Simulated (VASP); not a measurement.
# BN (F-43m) in VASP: single point with r2SCAN+rVV10

Aim: the single point of BN with r2SCAN+rVV10.

Everything below comes from runs of VASP 6.6.1. Logs are shortened: lines on timing, memory, paths and dates and some standing lists are left out, and cuts for length are marked.

### 1 The cell of the first run

Symmetry: F-43m, No. 216, cubic system. Conventional cell: a = 3.607 Å, b = 3.607 Å, c = 3.607 Å, α = 90.00°, β = 90.00°, γ = 90.00°. B (site symmetry -43m) has 4 N at 1.56 Å within 2.1 Å. Within 2.1 Å of N (site symmetry -43m) lie 4 B at 1.56 Å.

### 2 Single point, r2SCAN+rVV10

Input file POSCAR:

```
BN
1.0
    0.0000000000      1.8034296699      1.8034296699
    1.8034296699      0.0000000000      1.8034296699
    1.8034296699      1.8034296699      0.0000000000
B N
1 1
Direct
    0.0000000000      0.0000000000      0.0000000000
    0.2500000000      0.2500000000      0.2500000000
```

Input file INCAR.step1:

```
PREC = Accurate
ENCUT = 1460
ISMEAR = -1
SIGMA = 0.03
LREAL = F
LASPH = T
NELM = 120
NBANDS = 11
GGA = PE
ALGO = Normal
EDIFF = 1E-5
LWAVE = T
LCHARG = F
GGA_COMPAT = F
```

Input file INCAR.step2:

```
PREC = Accurate
ENCUT = 1460
EDIFF = 1E-6
ISMEAR = -1
SIGMA = 0.03
LREAL = F
LASPH = T
NELM = 120
ALGO = Normal
ISIF = 2
LWAVE = F
LCHARG = F
METAGGA = R2SCAN
LMIXTAU = T
LUSE_VDW = T
IVDW_NL = 2
BPARAM = 11.95
CPARAM = 0.0093
NBANDS = 11
ISTART = 1
GGA_COMPAT = F
```

Input file KPOINTS:

```
regular mesh
0
Gamma
  14 14 14
```

Potentials or basis: VASP PAW PBE potentials, release 64 (B_h, N_h).

On the command line:

```
> cat potpaw_PBE.64/B_h/POTCAR potpaw_PBE.64/N_h/POTCAR > POTCAR
> cp INCAR.step1 INCAR
> mpirun -np 1 vasp_std > vasp.out
> cp INCAR.step2 INCAR
> mpirun -np 1 vasp_std > vasp.out
```

OUTCAR:

```text
PREC = Accurate
   ENCUT = 1460
   EDIFF = 1E-6
   ISMEAR = -1
   LREAL = F
   LASPH = T
   NELM = 120
   ISIF = 2
   METAGGA = R2SCAN
   IVDW_NL = 2
   BPARAM = 11.95
   ISTART = 1

 ion  position               nearest neighbor table
   1  0.000  0.000  0.000-
   2  0.250  0.250  0.250-

  LATTYP: Found a face centered cubic cell.
 ALAT       =     3.6068593398

  Lattice vectors:

 A1 = (   0.0000000000,   1.8034296699,   1.8034296699)
 A2 = (   1.8034296699,   0.0000000000,   1.8034296699)
 A3 = (   1.8034296699,   1.8034296699,   0.0000000000)

Analysis of symmetry for initial positions (statically):
=====================================================================
 Subroutine PRICEL returns:
 Original cell was already a primitive cell.

 Routine SETGRP: Setting up the symmetry group for a
 face centered cubic supercell.

 Subroutine GETGRP returns: Found 24 space group operations
 (whereof 24 operations were pure point group operations)
 out of a pool of 48 trial point group operations.

The static configuration has the point symmetry T_d .

Analysis of symmetry for dynamics (positions and initial velocities):
=====================================================================
 Subroutine PRICEL returns:
 Original cell was already a primitive cell.

 Routine SETGRP: Setting up the symmetry group for a
 face centered cubic supercell.

 Subroutine GETGRP returns: Found 24 space group operations
 (whereof 24 operations were pure point group operations)
 out of a pool of 48 trial point group operations.

The dynamic configuration has the point symmetry T_d .

 Subroutine INISYM returns: Found 24 space group operations
 (whereof 24 operations are pure point group operations),
 and found     1 'primitive' translations

----------------------------------------------------------------------------------------

                                     Primitive cell

  volume of cell :      11.7308

  direct lattice vectors                    reciprocal lattice vectors
     0.000000000  1.803429670  1.803429670    -0.277249514  0.277249514  0.277249514
     1.803429670  0.000000000  1.803429670     0.277249514 -0.277249514  0.277249514
     1.803429670  1.803429670  0.000000000     0.277249514  0.277249514 -0.277249514

  length of vectors
     2.550434698  2.550434698  2.550434698     0.480210245  0.480210245  0.480210245

  position of ions in fractional coordinates (direct lattice)
     0.000000000  0.000000000  0.000000000
     0.250000000  0.250000000  0.250000000

  ion indices of the primitive-cell ions
   primitive index   ion index
                 1           1
                 2           2

----------------------------------------------------------------------------------------

 KPOINTS: regular mesh

Automatic generation of k-mesh.
 Grid dimensions read from file:
 generate k-points for:   14   14   14

 Generating k-lattice:

  Cartesian coordinates                     Fractional coordinates (reciprocal lattice)
    -0.019803537  0.019803537  0.019803537     0.071428571  0.000000000  0.000000000
     0.019803537 -0.019803537  0.019803537     0.000000000  0.071428571  0.000000000
     0.019803537  0.019803537 -0.019803537     0.000000000  0.000000000  0.071428571

  Length of vectors
     0.034300732  0.034300732  0.034300732

  Shift w.r.t. Gamma in fractional coordinates (k-lattice)
     0.000000000  0.000000000  0.000000000

 Subroutine IBZKPT returns following result:
 ===========================================

 Found    104 irreducible k-points:

 Following reciprocal coordinates:
            Coordinates               Weight
  0.000000  0.000000  0.000000      1.000000
  0.071429  0.000000  0.000000      8.000000
  0.142857  0.000000  0.000000      8.000000
  0.214286  0.000000  0.000000      8.000000
  0.285714  0.000000  0.000000      8.000000
  0.357143  0.000000  0.000000      8.000000
[... 16 lines left out ...]
  0.214286  0.142857  0.000000     24.000000
  0.285714  0.142857  0.000000     24.000000
 [... further k-points ...]
   k-points           NKPTS =    104   k-points in BZ     NKDIM =    104   number of bands    NBANDS=     11
   number of dos      NEDOS =    301   number of ions     NIONS =      2
   total plane-waves  NPLWV =  32768
   dimension x,y,z NGX =    32 NGY =   32 NGZ =   32
   dimension x,y,z NGXF=    64 NGYF=   64 NGZF=   64
   ions per type =               1   1
   NGX,Y,Z   is equivalent  to a cutoff of  20.86, 20.86, 20.86 a.u.
   NGXF,Y,Z  is equivalent  to a cutoff of  41.72, 41.72, 41.72 a.u.
 SYSTEM =  unknown system
   PREC   = accura    normal or accurate (medium, high low for compatibility)
   ISTART =      1    job   : 0-new  1-cont  2-samecut
   ICHARG =      0    charge: 1-file 2-atom 10-const
   ISPIN  =      1    spin polarized calculation?
   LNONCOLLINEAR =      F non collinear calculations
   LSORBIT =      F    spin-orbit coupling
   LASPH  =      T    aspherical Exc in radial PAW
   ENCUT  = 1460.0 eV 107.31 Ry   10.36 a.u.   7.95  7.95  7.95*2*pi/ulx,y,z
   NELM   =    120;   NELMIN=  2; NELMDL=  0     # of ELM steps
   EDIFF  = 0.1E-05   stopping-criterion for ELM
   LREAL  =      F    real-space projection
   EDIFFG = 0.1E-04   stopping-criterion for IOM
   NSW    =      0    number of steps for IOM
   IBRION =     -1    ionic relax: 0-MD 1-quasi-New 2-CG
   NFREE  =      0    steps in history (QN), initial steepest desc. (CG)
   ISIF   =      2    stress and relaxation
   ISYM   =      2    0-nonsym 1-usesym 2-fastsym
   POTIM  = 0.5000    time-step for ionic-motion
   TEBEG  =    0.0;   TEEND  =   0.0 temperature during run
   PSTRESS=    0.0 pullay stress
   NELECT =       8.0000    total number of electrons
   NUPDOWN=      -1.0000    fix difference up-down
   EMIN   =  10.00;   EMAX   =-10.00  energy-range for DOS
   EFERMI =   0.00;   METHOD = LEGACY
   ISMEAR =    -1;   SIGMA  =   0.03  broadening in eV -4-tet -1-fermi 0-gaus
   EFERMI_NEDOS =   21; number of points for ismear=-14 and -15
   IALGO  =     38    algorithm
   IMIX   =      4    mixing-type and parameters
     AMIX     =   0.40;   BMIX     =  1.00
     AMIX_MAG =   1.60;   BMIX_MAG =  1.00
  volume/ion in A,a.u.               =       5.87        39.58
  Fermi-wavevector in a.u.,A,eV,Ry     =   1.440994  2.723085 28.252018  2.076465
  Thomas-Fermi vector in A             =   2.559676
   LORBIT       =      0    0 simple, 1 ext, 2 COOP (PROOUT), +10 PAW based schemes
   METAGGA = R2SCAN    functional components
   LHFCALC =     F    Hartree Fock is set to
   AEXX    =    0.0000 exact exchange contribution
   IVDW_NL    =     2    kernel type
   BPARAM     =11.9500
   IVDW    =     0    specifies the selected vdW correction
   LEPSILON=     F    determine dielectric tensor
   LRPA    =     F    only Hartree local field effects (RPA)
 non-spin polarized calculation
  energy-cutoff  :     1460.00
  volume of cell :       11.73
 maximum number of plane-waves:      1524
   NGX = 15   NGY = 15   NGZ = 15

 number of electron       8.0000000 magnetization

 Free energy of the ion-electron system (eV)
  ---------------------------------------------------
  ext. energy  EPLUGINS =         0.00000000
  ---------------------------------------------------
  free energy    TOTEN  =       -19.07544280 eV

  energy without entropy =      -19.07544280  energy(sigma->0) =      -19.07544280

 E-fermi :   9.5625     XC(G=0): -13.8275

 val. band max:        9.0203503439   @ k =   0.0000   0.0000   0.0000
 cond. band min:      13.9771133384   @ k =   0.5000   0.5000   0.0000
 fundamental gap:      4.9567629944
 Fermi energy:         9.5625400335

 k-point     1 :       0.0000    0.0000    0.0000
  band No.  band energies     occupation
      1     -12.3550      2.00000
      2       9.0203      2.00000
      3       9.0203      2.00000
      4       9.0204      2.00000
      5      18.5928      0.00000
      6      18.5928      0.00000
      7      18.5928      0.00000
      8      20.1645      0.00000
      9      35.2305      0.00000
     10      37.7919      0.00000
     11      37.7919      0.00000

 k-point     2 :       0.0714    0.0000    0.0000
  band No.  band energies     occupation
      1     -12.2256      2.00000
      2       8.3019      2.00000
      3       8.8807      2.00000
      4       8.8807      2.00000
      5      18.7692      0.00000
      6      18.8092      0.00000
      7      18.8092      0.00000
      8      20.6035      0.00000
      9      35.0745      0.00000
     10      35.9854      0.00000
     11      35.9854      0.00000

 k-point     3 :       0.1429    0.0000    0.0000
  band No.  band energies     occupation
      1     -11.8409      2.00000
      2       6.5568      2.00000
      3       8.5224      2.00000
      4       8.5224      2.00000
      5      19.0441      0.00000
      6      19.3475      0.00000
      7      19.3475      0.00000
      8      21.7409      0.00000
      9      34.4121      0.00000
     10      34.4121      0.00000
     11      34.6181      0.00000

 k-point     4 :       0.2143    0.0000    0.0000
  band No.  band energies     occupation
      1     -11.2138      2.00000
      2       4.3909      2.00000
      3       8.0709      2.00000
      4       8.0709      2.00000
      5      19.2964      0.00000
      6      19.9484      0.00000
      7      19.9484      0.00000
      8      23.0452      0.00000
      9      33.6797      0.00000
     10      33.6797      0.00000
     11      34.0665      0.00000

 k-point     5 :       0.2857    0.0000    0.0000
  band No.  band energies     occupation
      1     -10.3744      2.00000
      2       2.1698      2.00000
      3       7.6367      2.00000
      4       7.6367      2.00000
      5      19.5268      0.00000
      6      20.3671      0.00000
      7      20.3671      0.00000
      8      24.1397      0.00000
      9      33.7054      0.00000
     10      33.9168      0.00000
     11      33.9168      0.00000
[... 211 lines left out ...]
 k-point    21 :      -0.0714    0.0714    0.0000
  band No.  band energies     occupation
      1     -12.0110      2.00000
      2       7.5262      2.00000
      3       8.1766      2.00000
      4       8.8886      2.00000
      5      18.8827      0.00000
      6      18.9127      0.00000
      7      19.4792      0.00000
      8      21.2297      0.00000
      9      33.9715      0.00000
     10      34.1780      0.00000
     11      36.6695      0.00000

 k-point    22 :       0.1429    0.1429    0.0000
  band No.  band energies     occupation
      1     -11.6703      2.00000
      2       7.3377      2.00000
      3       7.5839      2.00000
      4       7.5839      2.00000
      5      17.7202      0.00000
      6      20.6385      0.00000
      7      20.6385      0.00000
      8      21.5827      0.00000
      9      30.1403      0.00000
     10      36.6625      0.00000
     11      38.7689      0.00000

 k-point    23 :       0.2143    0.1429    0.0000
  band No.  band energies     occupation
      1     -11.2096      2.00000
      2       5.7287      2.00000
      3       7.0309      2.00000
      4       7.4370      2.00000
      5      17.6468      0.00000
      6      21.2139      0.00000
      7      21.4875      0.00000
      8      22.2039      0.00000
      9      29.2516      0.00000
     10      36.9433      0.00000
     11      38.0843      0.00000

 k-point    24 :       0.2857    0.1429    0.0000
  band No.  band energies     occupation
      1     -10.5194      2.00000
      2       3.7267      2.00000
      3       6.5745      2.00000
      4       7.0716      2.00000
      5      17.9740      0.00000
      6      21.5664      0.00000
      7      22.1291      0.00000
      8      22.7605      0.00000
      9      29.4740      0.00000
     10      36.8579      0.00000
     11      37.6306      0.00000

 [... further k-points ...]

------------------------ aborting loop because EDIFF is reached ----------------------------------------

  FORCE on cell =-STRESS in cart. coord.  units (eV):
  Direction    XX          YY          ZZ          XY          YZ          ZX
  --------------------------------------------------------------------------------------
  -------------------------------------------------------------------------------------
  Total       -0.0398686     -0.0398686     -0.0398686     -0.0000000      0.0000000      0.0000000
  in kB       -5.4451978     -5.4451978     -5.4451978     -0.0000000      0.0000000      0.0000000
  external PRESSURE =      -5.4451978 kB  Pullay stress =       0.0000000 kB

 VOLUME and BASIS-vectors are now :
 -----------------------------------------------------------------------------
  energy-cutoff  :     1460.00
  volume of cell :       11.73
      direct lattice vectors                 reciprocal lattice vectors
     0.000000000  1.803429670  1.803429670    -0.277249514  0.277249514  0.277249514
     1.803429670  0.000000000  1.803429670     0.277249514 -0.277249514  0.277249514
     1.803429670  1.803429670  0.000000000     0.277249514  0.277249514 -0.277249514

 POSITION                                       TOTAL-FORCE (eV/Angst)
 -----------------------------------------------------------------------------------
      0.00000      0.00000      0.00000        -0.000000     -0.000000     -0.000000
      0.90171      0.90171      0.90171         0.000000      0.000000      0.000000
 -----------------------------------------------------------------------------------
    total drift:                               -0.000000     -0.000000     -0.000000

  FREE ENERGIE OF THE ION-ELECTRON SYSTEM (eV)
  ---------------------------------------------------
  free  energy   TOTEN  =       -19.0754428044 eV

  energy  without entropy=      -19.0754428044  energy(sigma->0) =      -19.07544280
```

Wall time 69 s (1 thread of Intel Xeon 6975P-C (Granite Rapids), shared host); peak memory 0.34 GiB.

What came out:

```yaml
Free_energy: -19.0754 eV
Pressure: -0.5 GPa
Band_gap_on_the_k_mesh: 4.96 eV (least direct gap 9.57 eV)
```

Levels at points of the mesh, in eV from the valence-band top:
```tsv
k point	band 1	band 2	band 3	band 4	band 5	band 6	band 7	band 8	band 9
(0.00, 0.00, 0.00)	-21.38	0.00	0.00	0.00	9.57	9.57	9.57	11.14	26.21
(0.50, 0.00, 0.00)	-17.04	-11.16	-2.02	-2.02	10.85	11.51	11.51	16.44	24.93
(0.50, 0.50, 0.00)	-15.61	-9.37	-5.13	-5.13	4.96	9.82	19.39	19.39	22.28
```

Caveat: the PAW data sets were made with another functional, which shifts forces and pressure a little. A k mesh can miss the band edges.
